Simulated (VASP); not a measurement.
Write the native input for VASP 6.6.1 that does the following.

| Item | Value |
| --- | --- |
| Task | single point |
| Functional | PBE |
| Potentials or basis | VASP PAW PBE potentials, release 64 (Ga_d) |
| Cutoff | 520 eV |
| k mesh | 17 × 17 × 17 |
| Occupations | fermi-dirac, width 0.08 eV |
| Spin | no spin polarisation |
| Dipole correction | no |
| Further INCAR settings | ALGO = Normal; EDIFF = 1e-06; NBANDS = 20 |

The structure of Ga lies in POSCAR:

```
Ga
1.0
   -2.5430022162      2.5430022162      1.3366868450
    2.5430022162     -2.5430022162      1.3366868450
    2.5430022162      2.5430022162     -1.3366868450
Ga
2
Direct
   -0.3750000000     -0.1250000000     -0.2500000000
    0.3750000000      0.1250000000      0.2500000000
```

This cell differs from its parent crystal: volume scaled by 0.88.

One way to write it, as run:

INCAR

```
PREC     = Accurate       # precision mode
ENCUT    = 520            # plane-wave cutoff, eV
EDIFF    = 1E-6           # SCF threshold, eV
ISMEAR   = -1             # smearing method
SIGMA    = 0.08           # smearing width, eV
LREAL    = False          # projectors in reciprocal space
LASPH    = True           # aspherical terms in the spheres
NELM     = 80             # most SCF steps
ALGO     = Normal         # electronic algorithm
ISIF     = 2              # what is computed and relaxed
LWAVE    = False          # write WAVECAR
LCHARG   = True           # write CHGCAR
GGA      = PE             # functional
LELF     = True           # ELF
LVHAR    = True         
NBANDS   = 20             # bands
```

KPOINTS

```
regular mesh
0
Gamma
  17 17 17
```

Potentials or basis: VASP PAW PBE potentials, release 64 (Ga_d).

Launch:

```sh
$ cat potpaw_PBE.64/Ga_d/POTCAR > POTCAR
$ mpirun -np 1 vasp_std > vasp.out
```

Results of the run:

```yaml
Pressure: 8.5 GPa
Band_gap_on_the_k_mesh: zero (band 13 reaches 9.20 eV, above the bottom of band 14 at 1.53 eV)
```

It took 120 s on 1 thread of Intel(R) Xeon(R) 6975P-C (Granite Rapids), on a shared host, peak memory 0.33 GiB.
